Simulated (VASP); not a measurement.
# Tc (P6_3/mmc) in VASP: vibrations by perturbation theory with PBEsol

Aim: the vibrations by perturbation theory of Tc with PBEsol.

Program: VASP 6.6.1. These are calculated values, not measurements. Logs are shortened: lines on timing, memory, paths and dates and some standing lists are left out, and cuts for length are marked.

**1. The cell of the first run**

It takes space group P6_3/mmc (No. 194, hexagonal). Conventional cell: a = 2.740 Å, b = 2.740 Å, c = 4.398 Å, α = 90.00°, β = 90.00°, γ = 120.00°. Within 3.6 Å of Tc (site symmetry -6m2) lie 12 Tc at 2.71 to 2.74 Å.

**2. Vibrations by perturbation theory, PBEsol**

The input, INCAR:

```
ALGO = Normal
EDIFF = 1E-8
ENCUT = 520
GGA = PS
IBRION = 8
ISIF = 2
ISMEAR = -1
LASPH = True
LCHARG = False
LREAL = False
LWAVE = False
NELM = 60
NSW = 1
PREC = Accurate
SIGMA = 0.05
```

The input, KPOINTS:

```
k-points
0
Gamma
  10 10 6
```

The input, POSCAR:

```
Tc
1.0
    2.7400000000      0.0000000000      0.0000000000
   -1.3700000000      2.3729096064      0.0000000000
    0.0000000000      0.0000000000      4.3980000000
Tc
2
Direct
    0.6666666667      0.3333333333      0.7500000000
    0.3333333333      0.6666666667      0.2500000000
```

Potentials or basis: VASP PAW PBE potentials, release 64 (Tc_pv).

Run with:

```console
cat potpaw_PBE.64/Tc_pv/POTCAR > POTCAR
mpirun -np 1 vasp_std > vasp.out
```

OUTCAR:

```text
EDIFF = 1E-8
   ENCUT = 520
   GGA = PS
   IBRION = 8
   ISIF = 2
   ISMEAR = -1
   LASPH = True
   LREAL = False
   NELM = 60
   NSW = 1
   PREC = Accurate

 ion  position               nearest neighbor table
   1  0.667  0.333  0.750-   2 2.71   2 2.71   2 2.71   2 2.71   2 2.71   2 2.71
   2  0.333  0.667  0.250-   1 2.71   1 2.71   1 2.71   1 2.71   1 2.71   1 2.71

  LATTYP: Found a hexagonal cell.
 ALAT       =     2.7400000000
 C/A-ratio  =     1.6051094891

  Lattice vectors:

 A1 = (   2.7400000000,   0.0000000000,   0.0000000000)
 A2 = (  -1.3700000000,   2.3729096064,   0.0000000000)
 A3 = (   0.0000000000,   0.0000000000,   4.3980000000)

Analysis of symmetry for initial positions (statically):
=====================================================================
 Subroutine PRICEL returns:
 Original cell was already a primitive cell.

 Routine SETGRP: Setting up the symmetry group for a
 hexagonal supercell.

 Subroutine GETGRP returns: Found 24 space group operations
 (whereof 12 operations were pure point group operations)
 out of a pool of 24 trial point group operations.

The static configuration has the point symmetry D_3d.
 The point group associated with its full space group is D_6h.

Analysis of symmetry for dynamics (positions and initial velocities):
=====================================================================
 Subroutine PRICEL returns:
 Original cell was already a primitive cell.

 Routine SETGRP: Setting up the symmetry group for a
 hexagonal supercell.

 Subroutine GETGRP returns: Found 24 space group operations
 (whereof 12 operations were pure point group operations)
 out of a pool of 24 trial point group operations.

The dynamic configuration has the point symmetry D_3d.
 The point group associated with its full space group is D_6h.

 Subroutine INISYM returns: Found 24 space group operations
 (whereof 12 operations are pure point group operations),
[... 641 lines left out ...]
  in kB      -67.5927101    -67.5927101    -77.0478093     -0.0000000     -0.0000000      0.0000000
  external PRESSURE =     -70.7444098 kB  Pullay stress =       0.0000000 kB

 VOLUME and BASIS-vectors are now :
 -----------------------------------------------------------------------------
  energy-cutoff  :      520.00
  volume of cell :       28.59
      direct lattice vectors                 reciprocal lattice vectors
     2.740000000  0.000000000  0.000000000     0.364963504  0.210711777  0.000000000
    -1.370000000  2.372909606  0.000000000     0.000000000  0.421423554  0.000000000
     0.000000000  0.000000000  4.398000000     0.000000000  0.000000000  0.227376080

 POSITION                                       TOTAL-FORCE (eV/Angst)
 -----------------------------------------------------------------------------------
      1.37000      0.79097      3.29850         0.000000     -0.000000      0.000000
     -0.00000      1.58194      1.09950        -0.000000      0.000000      0.000000
 -----------------------------------------------------------------------------------
    total drift:                               -0.000000      0.000000     -0.000000

  FREE ENERGIE OF THE ION-ELECTRON SYSTEM (eV)
  ---------------------------------------------------
  free  energy   TOTEN  =       -22.5222737577 eV

  energy  without entropy=      -22.5050243784  energy(sigma->0) =      -22.51364907

[... ionic steps 2 to 3 ...]

--------------------------------------- Ionic step        4  -------------------------------------------

------------------------ aborting loop because EDIFF is reached ----------------------------------------

[... ionic steps 5 to 5 ...]

--------------------------------------- Ionic step        6  -------------------------------------------

 Free energy of the ion-electron system (eV)
  ---------------------------------------------------
  ---------------------------------------------------
  free energy    TOTEN  =        -1.08619944 eV

  energy without entropy =       -1.08619944

------------------------ aborting loop because EDIFF is reached ----------------------------------------

 INTERNAL STRAIN TENSOR  FOR ION    1  DIRECTION 3   (eV/Angst):
 -----------------------------------------------------------------------------
     0.06444  0.00000  0.00000
     0.00000  0.06444  0.00000
    -0.00000  0.00000 -0.12283

 INTERNAL STRAIN TENSOR FOR ION    2 for displacements in x,y,z  (eV/Angst):
          X           Y           Z          XY          YZ          ZX
  --------------------------------------------------------------------------------
  x     0.00000     0.00000     0.00000    -4.47084     0.00000     0.00000
  y    -4.47084     4.47084     0.00000     0.00000     0.00000     0.00000
  z     0.00000    -0.00000     0.00000     0.00000     0.00000     0.00000

 SECOND DERIVATIVES (NOT SYMMETRIZED)
 ------------------------------------
               1X          1Y          1Z          2X          2Y          2Z
  1X    -2.963251    0.000000    0.000000    2.963251    0.000000    0.000000
  1Y     0.000000   -2.963251    0.000000    0.000000    2.963251    0.000000
  1Z     0.000000    0.000000    1.215071   -0.000000    0.000000   -1.215071
  2X     2.963251    0.000000    0.000000   -2.963251    0.000000    0.000000
  2Y     0.000000    2.963251    0.000000    0.000000   -2.963251    0.000000
  2Z    -0.000000    0.000000   -1.215071    0.000000    0.000000    1.215071

 Eigenvectors and eigenvalues of the dynamical matrix
 ----------------------------------------------------

   1 f  =    3.826825 THz    24.044654 2PiTHz  127.649158 cm-1    15.826471 meV
             X         Y         Z           dx          dy          dz
      1.370000  0.790970  3.298500     0.000000    0.707107    0.000000
     -0.000000  1.581940  1.099500     0.000000   -0.707107    0.000000
[... 21 lines left out ...]
   6 f/i=    2.450503 THz    15.396966 2PiTHz   81.739990 cm-1    10.134463 meV
             X         Y         Z           dx          dy          dz
      1.370000  0.790970  3.298500    -0.000000    0.000000   -0.707107
     -0.000000  1.581940  1.099500     0.000000    0.000000    0.707107

--------------------------------------------------------------------------------------------------------

 ELASTIC MODULI CONTR FROM IONIC RELAXATION (kBar)
 Direction    XX          YY          ZZ          XY          YZ          ZX
 --------------------------------------------------------------------------------
 XX        -377.9498    377.9498     -0.0000     -0.0000      0.0000      0.0000
 YY         377.9498   -377.9498      0.0000      0.0000      0.0000      0.0000
 ZZ          -0.0000      0.0000     -0.0000     -0.0000      0.0000      0.0000
 XY           0.0000      0.0000     -0.0000   -377.9498      0.0000      0.0000
 YZ           0.0000      0.0000      0.0000      0.0000      0.0000      0.0000
 ZX           0.0000      0.0000      0.0000      0.0000      0.0000      0.0000
 --------------------------------------------------------------------------------
```

It took 2.7 min on 1 thread of Intel Xeon Platinum 8488C (Sapphire Rapids), shared host; peak memory 0.3 GiB.

Results:

| Quantity | Value |
| --- | --- |
| Highest phonon frequency at Γ | 128 cm⁻¹ |
| Most unstable mode | 82i cm⁻¹ |

Phonon frequencies in cm⁻¹ (negative: imaginary):
```
              q point        frequencies
(0.000, 0.000, 0.000)  -82 0 0 0 128 128
```

Caveat: the cell stands under pressure or tension, which shifts response properties; some modes are imaginary; the PAW data sets were made with another functional, which shifts forces and pressure a little.
